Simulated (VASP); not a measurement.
## Ti: relaxation of cell and atoms with PBE

Ti:

```
Ti
1.0
     2.95000    0.00000    0.00000
    -1.47500    2.55477    0.00000
     0.00000    0.00000    4.68000
Ti
2
Direct
  0.33333 0.66667 0.25000
  0.66667 0.33333 0.75000
```

```
Program                : VASP 6.6.1
Task                   : relaxation of cell and atoms
Functional             : PBE
Potentials or basis    : VASP PAW PBE potentials, release 64 (Ti_sv)
Cutoff                 : 600 eV
k mesh                 : 11 × 11 × 6
Occupations            : methfessel-paxton, width 0.1 eV
Spin                   : no spin polarisation
Dipole correction      : no
Further INCAR settings : ALGO = Normal; EDIFF = 1e-07; IBRION = 2; EDIFFG = -0.01; NSW = 80; ISIF = 3
```

The relaxed volume is 17.35 Å³/atom, the relaxed cell is a = 2.934 Å, b = 2.934 Å, c = 4.655 Å, α = 90.00°, β = 90.00°, γ = 120.00° and the space group after relaxing (to 0.1 Å) is P6_3/mmc (No. 194). The energy gained by relaxing is 1.6 meV/atom and the ionic steps are 3. The pressure after relaxing is 0.0 GPa and the band gap on the k mesh is zero (bands 12 and 13 overlap by 1.01 eV).

The path:
| step | energy change (eV) | largest force (eV/Å) | pressure (GPa) | volume (Å³) |
| --- | --- | --- | --- | --- |
| 1 | 0.0000 | 0.0000 | -1.76 | 35.27 |
| 2 | -0.0016 | 0.0000 | 1.30 | 34.29 |
| 3 | -0.0032 | 0.0000 | 0.00 | 34.69 |

Final structure:
```
CELL_PARAMETERS angstrom
2.93376 0.00000 0.00000
-1.46688 2.54071 0.00000
0.00000 0.00000 4.65463
ATOMIC_POSITIONS crystal
Ti 0.33333 0.66667 0.25000
Ti 0.66667 0.33333 0.75000
```

Levels at points of the mesh, in eV from the Fermi level:
| k point | band 8 | band 9 | band 10 | band 11 | band 12 | band 13 | band 14 | band 15 | band 16 |
| --- | --- | --- | --- | --- | --- | --- | --- | --- | --- |
| (0.00, 0.00, 0.00) | -32.72 | -6.23 | -2.71 | 0.74 | 0.76 | 0.76 | 0.86 | 1.26 | 1.26 |
| (0.00, 0.00, 0.50) | -32.77 | -4.37 | -4.37 | 0.06 | 0.06 | 0.67 | 0.67 | 0.67 | 0.67 |

It took 40 s on 1 thread of Intel(R) Xeon(R) 6975P-C (Granite Rapids), with other jobs on the host, peak memory 0.18 GiB.
